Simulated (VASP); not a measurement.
YbN, 2 atoms in the cell. It takes space group F-43m (No. 216, cubic). Conventional cell: a = 5.162 Å, b = 5.162 Å, c = 5.162 Å, α = 90.00°, β = 90.00°, γ = 90.00°. Yb (site symmetry -43m) has 4 N at 2.24 Å within 3.0 Å. Within 3.0 Å of N (site symmetry -43m) lie 4 Yb at 2.24 Å. 

```yaml
Program: VASP 6.6.1
Task: single point
Functional: PBE
Potentials_or_basis: VASP PAW PBE potentials, release 64 (Yb, N)
Cutoff: 520 eV
k_mesh: 8 × 8 × 8
Occupations: gaussian, width 0.05 eV
Spin: collinear spin, ferromagnetic start
Starting_moments: "[1.08, 0.0] μB"
Hubbard_terms: Yb f U = 6.0 eV
Dipole_correction: no
k_mesh_for_the_DOS: 12 × 12 × 12
Occupations_for_the_DOS: tetrahedron
Further_INCAR_settings: ALGO = Normal; EDIFF = 1e-06
```

Potentials or basis: VASP PAW PBE potentials, release 64 (Yb, N).

The run is started by

```sh
$ cat potpaw_PBE.64/Yb/POTCAR potpaw_PBE.64/N/POTCAR > POTCAR
$ cp INCAR.step1 INCAR
$ cp KPOINTS.step1 KPOINTS
$ mpirun -np 1 vasp_std > vasp.out
$ cp INCAR.step2 INCAR
$ cp KPOINTS.step2 KPOINTS
$ mpirun -np 1 vasp_std > vasp.out
```

Hardware: 1 thread of AMD EPYC 9R45 96-Core Processor (Zen 5), with other jobs on the host.

How long does it take, and how much memory?

Wall time 93 s on 1 thread of AMD EPYC 9R45 96-Core Processor (Zen 5) (shared host), peak memory 0.2 GiB. Counts: k points 72.
